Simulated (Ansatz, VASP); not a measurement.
## One calculation of MgO, two programs

File INCAR:

```
SYSTEM = MgO
PREC = Accurate
ENCUT = 520
EDIFF = 1E-6
ISMEAR = -1
SIGMA = 0.05
LREAL = .FALSE.
LASPH = .TRUE.
NELM = 80
ALGO = Normal
ISIF = 2
LWAVE = .FALSE.
LCHARG = .FALSE.
GGA = RE
NBANDS = 11
```

Contents of KPOINTS:

```
regular mesh
0
G
  11 11 11
  0 0 0
```

Contents of POSCAR:

```
MgO
1.0
    0.0000000000      2.0970013927      2.0970013927
    2.0970013927      0.0000000000      2.0970013927
    2.0970013927      2.0970013927      0.0000000000
Mg O
1 1
Direct
    0.0000000000      0.0000000000      0.0000000000
    0.5000000000      0.5000000000      0.5000000000
```

Contents of input.yaml:

```yaml
crystal:
  lattice:
    - [0.0, 2.0970013927, 2.0970013927]
    - [2.0970013927, 0.0, 2.0970013927]
    - [2.0970013927, 2.0970013927, 0.0]
  atoms:
    - { symbol: Mg, position: [0.0, 0.0, 0.0] }
    - { symbol: O, position: [0.5, 0.5, 0.5] }
hamiltonian:
  xc: revpbe
  pseudopotentials: { kind: paw }
kpoints:
  mp_grid: { grid: [11, 11, 11] }
  band_path:
    path:
      - [[0.0, 0.0, 0.0], [0.5, 0.0, 0.5], [0.5, 0.25, 0.75], [0.375, 0.375, 0.75], [0.0, 0.0, 0.0], [0.5, 0.5, 0.5], [0.625, 0.25, 0.625], [0.5, 0.25, 0.75], [0.5, 0.5, 0.5], [0.375, 0.375, 0.75]]
      - [[0.625, 0.25, 0.625], [0.5, 0.0, 0.5]]
    npoints: 14
scf:
  occupations: { method: fermi_dirac, width: 0.05 }
  n_extra_bands: 6
output:
  forces: true
  stress: true
  eigenvalues: true
  fatbands: false
```

Alike in both runs: functional revPBE; k mesh 11 × 11 × 11; occupations fermi-dirac, width 0.05 eV; no spin polarisation.

|  | VASP | Ansatz |
| --- | --- | --- |
| version | VASP 6.6.1 | Ansatz 0.2.0 |
| potentials or method | VASP PAW PBE potentials, release 64 (Mg, O) | Ansatz PAW |
| plane-wave cutoff (eV) | 520 | 420 |
| valence electrons in the cell | 8 | 16 |
| task | single point | band structure |

```tsv
	VASP	Ansatz	Ansatz less VASP
gap on the k mesh at the Fermi level (eV)	4.93	4.96	+0.022
least direct gap on the mesh (eV)	4.93	4.96	+0.022
pressure (GPa)	9.9	10.8	+0.91
```

VASP's potentials were made for PBE, not for revPBE. With one functional, cell and mesh, what is left measures potentials, basis and numerics. VASP's potentials hold 8 valence electrons a cell and Ansatz's 16, so a difference there can come from the potentials and not from the codes.
